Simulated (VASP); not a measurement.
Li, 1 atom in the cell. It takes space group Im-3m (No. 229, cubic). Conventional cell: a = 3.486 Å, b = 3.486 Å, c = 3.486 Å, α = 90.00°, β = 90.00°, γ = 90.00°. Within 4.0 Å of Li (site symmetry m-3m) lie 14 Li at 3.02 to 3.49 Å. 

```yaml
Program: VASP 6.6.1
Task: single point
Functional: LDA
Potentials_or_basis: VASP PAW LDA potentials, release 64 (Li_sv)
Cutoff: 520 eV
k_mesh: 11 × 11 × 11
Occupations: fermi-dirac, width 0.05 eV
Spin: no spin polarisation
Dipole_correction: no
Further_INCAR_settings: ALGO = Normal; EDIFF = 1e-06; NBANDS = 8
```

Potentials or basis: VASP PAW LDA potentials, release 64 (Li_sv).

Command:

```sh
$ cat potpaw_LDA.64/Li_sv/POTCAR > POTCAR
$ mpirun -np 1 vasp_std > vasp.out
```

Hardware: 1 thread of Intel(R) Xeon(R) 6975P-C (Granite Rapids) (shared host).

Problem. How long does it take, and how much memory?

Solution. It took 2.3 s on 1 thread of Intel(R) Xeon(R) 6975P-C (Granite Rapids) (shared host), peak memory 0.11 GiB. Counts: scf iterations 9, k points 56.
